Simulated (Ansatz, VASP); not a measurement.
**TeW in VASP and in Ansatz**

The input INCAR:

```
ALGO     = Normal         # electronic algorithm
EDIFF    = 1E-6           # SCF threshold, eV
ENCUT    = 520            # plane-wave cutoff, eV
GGA      = PE             # functional
ISIF     = 2              # what is computed and relaxed
ISMEAR   = 0              # smearing method
ISPIN    = 2              # spin polarisation
LASPH    = True           # aspherical terms in the spheres
LCHARG   = False          # write CHGCAR
LMAXMIX  = 4              # l up to which the mixer works
LORBIT   = 11             # projections on sites
LREAL    = False          # projectors in reciprocal space
LWAVE    = False          # write WAVECAR
MAGMOM   = 2.5 0          # initial moments
NBANDS   = 21             # bands
NELM     = 150            # most SCF steps
PREC     = Accurate       # precision mode
SIGMA    = 0.1            # smearing width, eV
```

Contents of KPOINTS:

```
k-points
0
Gamma
  12 12 12
```

POSCAR

```
TeW
1.0
    0.0000000000      3.0618296945      3.0618296945
    3.0618296945      0.0000000000      3.0618296945
    3.0618296945      3.0618296945      0.0000000000
W Te
1 1
Direct
    0.0000000000      0.0000000000      0.0000000000
    0.2500000000      0.2500000000      0.2500000000
```

Input for Ansatz:

```yaml
crystal:
  lattice:
    - [0.0, 3.0618296945, 3.0618296945]
    - [3.0618296945, 0.0, 3.0618296945]
    - [3.0618296945, 3.0618296945, 0.0]
  atoms:
    - { symbol: W, position: [0.0, 0.0, 0.0], spin: 2.5 }
    - { symbol: Te, position: [0.25, 0.25, 0.25] }
basis:
  ecutwfc: 420
kpoints:
  mp_grid: { grid: [12, 12, 12] }
hamiltonian:
  xc: pbe
scf:
  occupations: { method: gaussian, width: 0.1 }
  lower_state_search: "off"
output:
  forces: true
  stress: true
  eigenvalues: true
  populations: true
magnetization:
  spin_polarized: true
```

Alike in both runs: task single point; functional PBE; k mesh 12 × 12 × 12; occupations gaussian, width 0.1 eV; collinear spin.

|  | VASP | Ansatz |
| --- | --- | --- |
| version | VASP 6.6.1 | Ansatz 0.2.0 |
| potentials or method | VASP PAW PBE potentials, release 64 (W_sv, Te), cutoff 520 eV | scalar-relativistic, plane waves, PAW |
| valence electrons in the cell | 20 | 30 |

|  | VASP | Ansatz | Ansatz less VASP |
| --- | --- | --- | --- |
| gap on the k mesh at the Fermi level (eV) | none | none | - |
| pressure (GPa) | 0.0 | 0.0 | +0.01 |
| net moment per atom (μB) | 0.70 | 0.70 | 0.000 |
| size of the moment on the site where the two differ most (μB) | 1.10 | 0.95 | -0.152 |

Site moments also hang on the region over which each program counts them. A gap of «none» marks a metal or a gap that the smearing closes. The functional is the same, so the differences come from potentials, cutoffs and numerics. VASP's potentials hold 20 valence electrons a cell and Ansatz's 30, so a difference there can come from the potentials and not from the codes.

Neither program's run includes spin-orbit coupling.
